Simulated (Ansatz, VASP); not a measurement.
## Ti: VASP beside Ansatz

```
Ti
1.0
     0.00000    1.97793    1.97793
     1.97793    0.00000    1.97793
     1.97793    1.97793    0.00000
Ti
1
Cartesian
  0.0000 0.0000 0.0000
```

Alike in both runs: task single point; functional r2SCAN; k mesh 12 × 12 × 12; occupations fermi-dirac, width 0.1 eV; no spin polarisation.

|  | VASP | Ansatz |
| --- | --- | --- |
| version | VASP 6.6.1 | Ansatz 0.2.0 |
| potentials or method | VASP PAW PBE potentials, release 64 (Ti_sv), cutoff 520 eV | plane waves, PAW |
| valence electrons in the cell | 12 | 12 |

|  | VASP | Ansatz | Ansatz less VASP |
| --- | --- | --- | --- |
| pressure (GPa) | 16.2 | 15.6 | -0.51 |

VASP's potentials were made for PBE, not for r2SCAN. The functional is the same, so the differences come from potentials, cutoffs and numerics. Ansatz's warnings: stress scf threshold loose.
